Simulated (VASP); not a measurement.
## Fe: single point with r2SCAN

Fe:

```xyz
1
Lattice="-1.3650 1.3650 1.3650 1.3650 -1.3650 1.3650 1.3650 1.3650 -1.3650" Properties=species:S:1:pos:R:3 pbc="T T T"
Fe    0.0000    0.0000    0.0000
```

| Quantity | Value |
| --- | --- |
| Program | VASP 6.6.1 |
| Task | single point |
| Functional | r2SCAN |
| Potentials or basis | VASP PAW PBE potentials, release 64 (Fe) |
| Cutoff | 660 eV |
| k mesh | 26 × 26 × 26 |
| Occupations | fermi-dirac, width 0.1 eV |
| Spin | no spin polarisation |
| Dipole correction | no |
| Further INCAR settings | ALGO = Normal; EDIFF = 1e-06; NBANDS = 10 |

* Pressure: 0.6 GPa
* Band gap on the k mesh: zero (band 4 reaches 7.98 eV, above the bottom of band 5 at 5.81 eV)

Levels at points of the mesh, in eV from the Fermi level:
| k point | band 1 | band 2 | band 3 | band 4 | band 5 | band 6 | band 7 | band 8 | band 9 |
| --- | --- | --- | --- | --- | --- | --- | --- | --- | --- |
| (0.00, 0.00, 0.00) | -9.60 | -2.01 | -2.01 | -2.01 | 0.00 | 0.00 | 27.18 | 27.18 | 27.18 |
| (0.50, 0.00, 0.00) | -5.35 | -3.43 | -0.06 | 0.28 | 0.36 | 1.36 | 9.17 | 20.17 | 23.39 |
| (0.50, 0.50, 0.50) | -5.06 | -5.06 | 1.02 | 1.02 | 1.02 | 11.31 | 11.31 | 11.31 | 17.59 |

It took 3.1 min on 1 thread of Intel Xeon 6975P-C, on a shared host, peak memory 0.19 GiB.

Caveat: the PAW data sets were made with another functional, which shifts forces and pressure a little; the run has no spin polarisation, though such a crystal can be magnetic. Spin polarisation is off, so any magnetic state and its effect on volume and gap are missing.
